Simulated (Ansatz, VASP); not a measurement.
Zn3Se2S: VASP beside Ansatz

```
Zn Se S
1.0
     3.98002    0.00000    0.00000
    -1.99001    3.44679    0.00000
     0.00000    0.00000   19.60886
Zn Se S
6 4 2
Direct
  0.33333 0.66667 0.99705
  0.33333 0.66667 0.34000
  0.33333 0.66667 0.66851
  0.66667 0.33333 0.16851
  0.66667 0.33333 0.49705
  0.66667 0.33333 0.84000
  0.33333 0.66667 0.12402
  0.33333 0.66667 0.79503
  0.66667 0.33333 0.29503
  0.66667 0.33333 0.62401
  0.33333 0.66667 0.46039
  0.66667 0.33333 0.96039
```

Alike in both runs: task single point; functional PBE; k mesh 6 × 6 × 1; occupations gaussian, width 0.1 eV; no spin polarisation.

```csv
,VASP,Ansatz
version,VASP 6.6.1,Ansatz 0.2.0
potentials or method,"VASP PAW PBE potentials, release 64 (Zn, Se, S), cutoff 520 eV","scalar-relativistic, plane waves, PAW"
valence electrons in the cell,108,148
```

Ansatz gave:

```
gap on the k mesh at the Fermi level (eV) : 1.30
least direct gap on the mesh (eV)         : 1.30
pressure (GPa)                            : 0.0
```

Task: Estimate VASP's values.

Result: gap on the k mesh at the Fermi level (eV): 1.30; least direct gap on the mesh (eV): 1.30; pressure (GPa): 0.2.

VASP's potentials hold 108 valence electrons a cell and Ansatz's 148, so a difference there can come from the potentials and not from the codes.
